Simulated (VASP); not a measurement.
# TiS2 (P-3m1) in VASP: single point with PBE

Aim: the single point of TiS2 with PBE.

Program: VASP 6.6.1. These are calculated values, not measurements. Logs are shortened: lines on timing, memory, paths and dates and some standing lists are left out, and cuts for length are marked.

## Step 1: The cell of the first run

Symmetry: P-3m1, No. 164, trigonal system. Conventional cell: a = 3.412 Å, b = 3.412 Å, c = 5.695 Å, α = 90.00°, β = 90.00°, γ = 120.00°. Within 3.2 Å of Ti (site symmetry -3m) lie 6 S at 2.43 Å. S (site symmetry 3m) has 3 Ti at 2.43 Å within 3.2 Å.

## Step 2: Single point, PBE

The input, INCAR:

```
SYSTEM = TiS2
ALGO     = Normal         ! electronic algorithm
EDIFF    = 1E-6           ! SCF threshold, eV
ENCUT    = 500            ! plane-wave cutoff, eV
GGA      = PE             ! functional
GGA_COMPAT= .FALSE.      
ISIF     = 2              ! what is computed and relaxed
ISMEAR   = -1             ! smearing method
LASPH    = .TRUE.         ! aspherical terms in the spheres
LCHARG   = .FALSE.        ! write CHGCAR
LREAL    = .FALSE.        ! projectors in reciprocal space
LWAVE    = .FALSE.        ! write WAVECAR
NBANDS   = 19             ! bands
NELM     = 120            ! most SCF steps
PREC     = Accurate       ! precision mode
SIGMA    = 0.05           ! smearing width, eV
```

The input, KPOINTS:

```
k-points
0
G
  6 6 4
  0 0 0
```

The input, POSCAR:

```
TiS2
1.0
    3.4120000000      0.0000000000      0.0000000000
   -1.7060000000      2.9548790000      0.0000000000
    0.0000000000      0.0000000000      5.6950000000
Ti S
1 2
Direct
    0.0000000000      0.0000000000      0.0000000000
    0.3333333333      0.6666666667      0.2500000000
    0.6666666667      0.3333333333      0.7500000000
```

Potentials or basis: VASP PAW PBE potentials, release 64 (Ti_sv, S).

Run with:

```bash
$ cat potpaw_PBE.64/Ti_sv/POTCAR potpaw_PBE.64/S/POTCAR > POTCAR
$ mpirun -np 1 vasp_std > vasp.out
```

OUTCAR:

```text
SYSTEM = TiS2
   EDIFF = 1E-6
   ENCUT = 500
   GGA = PE
   ISIF = 2
   ISMEAR = -1
   LASPH = .TRUE.
   LREAL = .FALSE.
   NELM = 120
   PREC = Accurate

 ion  position               nearest neighbor table
   1  0.000  0.000  0.000-   2 2.43   3 2.43   3 2.43   2 2.43   3 2.43   2 2.43
   2  0.333  0.667  0.250-   1 2.43   1 2.43   1 2.43
   3  0.667  0.333  0.750-   1 2.43   1 2.43   1 2.43

  LATTYP: Found a hexagonal cell.
 ALAT       =     3.4120000000
 C/A-ratio  =     1.6691090270

  Lattice vectors:

 A1 = (   3.4120000000,   0.0000000000,   0.0000000000)
 A2 = (  -1.7060000000,   2.9548790000,   0.0000000000)
 A3 = (   0.0000000000,   0.0000000000,   5.6950000000)

Analysis of symmetry for initial positions (statically):
=====================================================================
 Subroutine PRICEL returns:
 Original cell was already a primitive cell.

 Routine SETGRP: Setting up the symmetry group for a
 hexagonal supercell.

 Subroutine GETGRP returns: Found 12 space group operations
 (whereof 12 operations were pure point group operations)
 out of a pool of 24 trial point group operations.

The static configuration has the point symmetry D_3d.

Analysis of symmetry for dynamics (positions and initial velocities):
=====================================================================
 Subroutine PRICEL returns:
 Original cell was already a primitive cell.

 Routine SETGRP: Setting up the symmetry group for a
 hexagonal supercell.

 Subroutine GETGRP returns: Found 12 space group operations
 (whereof 12 operations were pure point group operations)
 out of a pool of 24 trial point group operations.

The dynamic configuration has the point symmetry D_3d.

 Subroutine INISYM returns: Found 12 space group operations
 (whereof 12 operations are pure point group operations),
 and found     1 'primitive' translations

----------------------------------------------------------------------------------------

                                     Primitive cell

  volume of cell :      57.4173

  direct lattice vectors                    reciprocal lattice vectors
     3.412000000  0.000000000  0.000000000     0.293083236  0.169211667  0.000000000
    -1.706000000  2.954879000  0.000000000     0.000000000  0.338423333  0.000000000
     0.000000000  0.000000000  5.695000000     0.000000000  0.000000000  0.175592625

  length of vectors
     3.412000000  3.412000279  5.695000000     0.338423361  0.338423333  0.175592625

  position of ions in fractional coordinates (direct lattice)
     0.000000000  0.000000000  0.000000000
     0.333333333  0.666666667  0.250000000
     0.666666667  0.333333333  0.750000000

  ion indices of the primitive-cell ions
   primitive index   ion index
                 1           1
                 2           2
                 3           3

----------------------------------------------------------------------------------------

 KPOINTS: k-points

Automatic generation of k-mesh.
 Grid dimensions read from file:
 generate k-points for:    6    6    4

 Generating k-lattice:

  Cartesian coordinates                     Fractional coordinates (reciprocal lattice)
     0.048847206  0.028201944  0.000000000     0.166666667  0.000000000  0.000000000
     0.000000000  0.056403889  0.000000000     0.000000000  0.166666667  0.000000000
     0.000000000  0.000000000  0.043898156     0.000000000  0.000000000  0.250000000

  Length of vectors
     0.056403893  0.056403889  0.043898156

  Shift w.r.t. Gamma in fractional coordinates (k-lattice)
     0.000000000  0.000000000  0.000000000

 Subroutine IBZKPT returns following result:
 ===========================================

 Found     24 irreducible k-points:

 Following reciprocal coordinates:
            Coordinates               Weight
  0.000000  0.000000  0.000000      1.000000
  0.166667 -0.000000  0.000000      6.000000
  0.333333 -0.000000  0.000000      6.000000
  0.500000 -0.000000  0.000000      3.000000
  0.166667  0.166667  0.000000      6.000000
  0.333333  0.166667  0.000000     12.000000
[... 16 lines left out ...]
  0.333333  0.166667  0.500000     12.000000
  0.333333  0.333333  0.500000      2.000000
   k-points           NKPTS =     24   k-points in BZ     NKDIM =     24   number of bands    NBANDS=     19
   number of dos      NEDOS =    301   number of ions     NIONS =      3
   total plane-waves  NPLWV =  32928
   dimension x,y,z NGX =    28 NGY =   28 NGZ =   42
   dimension x,y,z NGXF=    56 NGYF=   56 NGZF=   84
   ions per type =               1   2
   NGX,Y,Z   is equivalent  to a cutoff of  13.64, 13.64, 12.26 a.u.
   NGXF,Y,Z  is equivalent  to a cutoff of  27.29, 27.29, 24.52 a.u.
 SYSTEM =  TiS2
   PREC   = accura    normal or accurate (medium, high low for compatibility)
   ISTART =      0    job   : 0-new  1-cont  2-samecut
   ICHARG =      2    charge: 1-file 2-atom 10-const
   ISPIN  =      1    spin polarized calculation?
   LNONCOLLINEAR =      F non collinear calculations
   LSORBIT =      F    spin-orbit coupling
   LASPH  =      T    aspherical Exc in radial PAW
   ENCUT  =  500.0 eV  36.75 Ry    6.06 a.u.   6.22  6.22 10.38*2*pi/ulx,y,z
   NELM   =    120;   NELMIN=  2; NELMDL= -5     # of ELM steps
   EDIFF  = 0.1E-05   stopping-criterion for ELM
   LREAL  =      F    real-space projection
   EDIFFG = 0.1E-04   stopping-criterion for IOM
   NSW    =      0    number of steps for IOM
   IBRION =     -1    ionic relax: 0-MD 1-quasi-New 2-CG
   NFREE  =      0    steps in history (QN), initial steepest desc. (CG)
   ISIF   =      2    stress and relaxation
   ISYM   =      2    0-nonsym 1-usesym 2-fastsym
   POTIM  = 0.5000    time-step for ionic-motion
   TEBEG  =    0.0;   TEEND  =   0.0 temperature during run
   PSTRESS=    0.0 pullay stress
   NELECT =      24.0000    total number of electrons
   NUPDOWN=      -1.0000    fix difference up-down
   EMIN   =  10.00;   EMAX   =-10.00  energy-range for DOS
   EFERMI =   0.00;   METHOD = LEGACY
   ISMEAR =    -1;   SIGMA  =   0.05  broadening in eV -4-tet -1-fermi 0-gaus
   EFERMI_NEDOS =   21; number of points for ismear=-14 and -15
   IALGO  =     38    algorithm
   IMIX   =      4    mixing-type and parameters
     AMIX     =   0.40;   BMIX     =  1.00
     AMIX_MAG =   1.60;   BMIX_MAG =  1.00
  volume/ion in A,a.u.               =      19.14       129.16
  Fermi-wavevector in a.u.,A,eV,Ry     =   1.224046  2.313112 20.385456  1.498289
  Thomas-Fermi vector in A             =   2.359135
   LORBIT       =      0    0 simple, 1 ext, 2 COOP (PROOUT), +10 PAW based schemes
   GGA     = PE    functional components
   LHFCALC =     F    Hartree Fock is set to
   AEXX    =    0.0000 exact exchange contribution
   IVDW    =     0    specifies the selected vdW correction
   LEPSILON=     F    determine dielectric tensor
   LRPA    =     F    only Hartree local field effects (RPA)
 non-spin polarized calculation
  energy-cutoff  :      500.00
  volume of cell :       57.42
 maximum number of plane-waves:      1472
 NGX is ok and might be reduce to    28
   NGX = 13   NGY = 13   NGZ = 21

 number of electron      23.9999999 magnetization

 Free energy of the ion-electron system (eV)
  ---------------------------------------------------
  ext. energy  EPLUGINS =         0.00000000
  ---------------------------------------------------
  free energy    TOTEN  =       -19.90757159 eV

  energy without entropy =      -19.89993520  energy(sigma->0) =      -19.90375339

 E-fermi :   5.4403     XC(G=0): -10.0959

 val. band max:        5.4105144141   @ k =   0.0000   0.0000   0.2500
 cond. band min:       5.5012513223   @ k =   0.0000   0.0000   0.0000
 fundamental gap:      0.0907369082
 Fermi energy:         5.4402903396

 k-point     1 :       0.0000    0.0000    0.0000
  band No.  band energies     occupation
      1     -52.2406      2.00000
      2     -28.4648      2.00000
      3     -28.4179      2.00000
      4     -28.4179      2.00000
      5      -8.3121      2.00000
      6      -6.6366      2.00000
[... 11 lines left out ...]
     18      11.5095      0.00000
     19      12.2976      0.00000

 k-point     2 :       0.1667   -0.0000    0.0000
  band No.  band energies     occupation
      1     -52.2377      2.00000
      2     -28.4586      2.00000
      3     -28.4498      2.00000
      4     -28.4252      2.00000
      5      -7.9964      2.00000
      6      -6.5717      2.00000
[... 11 lines left out ...]
     18      12.8132      0.00000
     19      13.4380      0.00000

 k-point     3 :       0.3333   -0.0000    0.0000
  band No.  band energies     occupation
      1     -52.2318      2.00000
      2     -28.5133      2.00000
      3     -28.4459      2.00000
      4     -28.4397      2.00000
      5      -7.2282      2.00000
      6      -6.4629      2.00000
[... 11 lines left out ...]
     18      12.6863      0.00000
     19      13.2448      0.00000

 k-point     4 :       0.5000   -0.0000    0.0000
  band No.  band energies     occupation
      1     -52.2289      2.00000
      2     -28.5447      2.00000
      3     -28.4469      2.00000
      4     -28.4396      2.00000
      5      -6.6023      2.00000
      6      -6.5592      2.00000
[... 11 lines left out ...]
     18      12.2227      0.00000
     19      12.7617      0.00000

 k-point     5 :       0.1667    0.1667    0.0000
  band No.  band energies     occupation
      1     -52.2333      2.00000
      2     -28.4913      2.00000
      3     -28.4496      2.00000
      4     -28.4417      2.00000
      5      -7.4501      2.00000
      6      -6.4794      2.00000
[... 11 lines left out ...]
     18      13.8654      0.00000
     19      14.3141      0.00000

 k-point     6 :       0.3333    0.1667    0.0000
  band No.  band energies     occupation
      1     -52.2289      2.00000
      2     -28.5282      2.00000
      3     -28.4636      2.00000
      4     -28.4396      2.00000
      5      -6.7342      2.00000
      6      -6.4322      2.00000
[... 11 lines left out ...]
     18      12.6455      0.00000
     19      13.7356      0.00000

 k-point     7 :       0.3333    0.3333    0.0000
  band No.  band energies     occupation
      1     -52.2274      2.00000
      2     -28.5056      2.00000
      3     -28.5056      2.00000
      4     -28.4366      2.00000
      5      -6.4367      2.00000
      6      -6.4367      2.00000
[... 11 lines left out ...]
     18      12.0319      0.00000
     19      14.9552      0.00000

 k-point     8 :       0.0000    0.0000    0.2500
  band No.  band energies     occupation
      1     -52.2407      2.00000
      2     -28.4649      2.00000
      3     -28.4179      2.00000
      4     -28.4179      2.00000
      5      -8.1643      2.00000
      6      -6.8949      2.00000
[... 256 lines left out ...]
 k-point    20 :       0.3333   -0.0000    0.5000
  band No.  band energies     occupation
      1     -52.2318      2.00000
      2     -28.5133      2.00000
      3     -28.4459      2.00000
      4     -28.4397      2.00000
      5      -6.9830      2.00000
      6      -6.7431      2.00000
[... 11 lines left out ...]
     18      12.0613      0.00000
     19      12.7795      0.00000

 k-point    21 :       0.5000   -0.0000    0.5000
  band No.  band energies     occupation
      1     -52.2289      2.00000
      2     -28.5446      2.00000
      3     -28.4469      2.00000
      4     -28.4396      2.00000
      5      -6.7417      2.00000
      6      -6.3872      2.00000
[... 11 lines left out ...]
     18      11.1242      0.00000
     19      12.2327      0.00000

 k-point    22 :       0.1667    0.1667    0.5000
  band No.  band energies     occupation
      1     -52.2333      2.00000
      2     -28.4913      2.00000
      3     -28.4497      2.00000
      4     -28.4417      2.00000
      5      -7.1318      2.00000
      6      -6.8685      2.00000
[... 11 lines left out ...]
     18      13.7524      0.00000
     19      13.8783      0.00000

 k-point    23 :       0.3333    0.1667    0.5000
  band No.  band energies     occupation
      1     -52.2289      2.00000
      2     -28.5282      2.00000
      3     -28.4636      2.00000
      4     -28.4396      2.00000
      5      -6.6669      2.00000
      6      -6.4900      2.00000
[... 11 lines left out ...]
     18      12.3035      0.00000
     19      13.1252      0.00000

 k-point    24 :       0.3333    0.3333    0.5000
  band No.  band energies     occupation
      1     -52.2274      2.00000
      2     -28.5056      2.00000
      3     -28.5056      2.00000
      4     -28.4366      2.00000
      5      -6.4326      2.00000
      6      -6.4326      2.00000
[... 11 lines left out ...]
     18      13.2115      0.00000
     19      13.2115      0.00000

------------------------ aborting loop because EDIFF is reached ----------------------------------------

  FORCE on cell =-STRESS in cart. coord.  units (eV):
  Direction    XX          YY          ZZ          XY          YZ          ZX
  --------------------------------------------------------------------------------------
  -------------------------------------------------------------------------------------
  Total        0.0202530      0.0202530      0.4189794     -0.0000000     -0.0000000      0.0000000
  in kB        0.5651415      0.5651416     11.6912460     -0.0000000     -0.0000000      0.0000000
  external PRESSURE =       4.2738430 kB  Pullay stress =       0.0000000 kB

 VOLUME and BASIS-vectors are now :
 -----------------------------------------------------------------------------
  energy-cutoff  :      500.00
  volume of cell :       57.42
      direct lattice vectors                 reciprocal lattice vectors
     3.412000000  0.000000000  0.000000000     0.293083236  0.169211667  0.000000000
    -1.706000000  2.954879000  0.000000000     0.000000000  0.338423333  0.000000000
     0.000000000  0.000000000  5.695000000     0.000000000  0.000000000  0.175592625

 POSITION                                       TOTAL-FORCE (eV/Angst)
 -----------------------------------------------------------------------------------
      0.00000      0.00000      0.00000        -0.000000      0.000000      0.000000
     -0.00000      1.96992      1.42375         0.000000     -0.000000     -0.118043
      1.70600      0.98496      4.27125        -0.000000     -0.000000      0.118043
 -----------------------------------------------------------------------------------
    total drift:                               -0.000000     -0.000000     -0.000000

  FREE ENERGIE OF THE ION-ELECTRON SYSTEM (eV)
  ---------------------------------------------------
  free  energy   TOTEN  =       -19.9075715890 eV

  energy  without entropy=      -19.8999351978  energy(sigma->0) =      -19.90375339
```

It took 51 s on 1 thread of AMD EPYC 7R13, shared host; peak memory 0.15 GiB.

Results:

| Item | Value |
| --- | --- |
| Free energy | -19.9076 eV |
| Pressure | 0.4 GPa |
| Largest force | 0.118 eV/Å |
| Band gap on the k mesh | zero (band 12 reaches 5.50 eV, above the bottom of band 13 at 5.37 eV) |

Forces in eV/Å, atoms in the order of the input:
```
Ti   0.000  0.000  0.000
S    0.000  0.000 -0.118
S    0.000  0.000  0.118
```

Stress tensor (GPa, compression positive):
```
0.06 0.00 0.00
0.00 0.06 0.00
0.00 0.00 1.17
```

Levels at points of the mesh, in eV from the Fermi level:
| k point | band 8 | band 9 | band 10 | band 11 | band 12 | band 13 | band 14 | band 15 | band 16 | band 17 |
| --- | --- | --- | --- | --- | --- | --- | --- | --- | --- | --- |
| (0.00, 0.00, 0.00) | -2.78 | -2.78 | -0.04 | 0.06 | 0.06 | 0.48 | 0.48 | 0.89 | 3.42 | 3.42 |
| (0.50, 0.00, 0.00) | -3.72 | -2.91 | -2.65 | -2.64 | -1.59 | 0.20 | 1.50 | 1.90 | 3.66 | 3.79 |
| (0.00, 0.00, 0.50) | -2.73 | -2.73 | -2.44 | -0.12 | -0.12 | 0.46 | 0.46 | 1.47 | 3.72 | 3.72 |
| (0.50, 0.00, 0.50) | -4.48 | -2.82 | -2.81 | -1.27 | -1.26 | -0.07 | 1.50 | 1.87 | 3.32 | 4.21 |
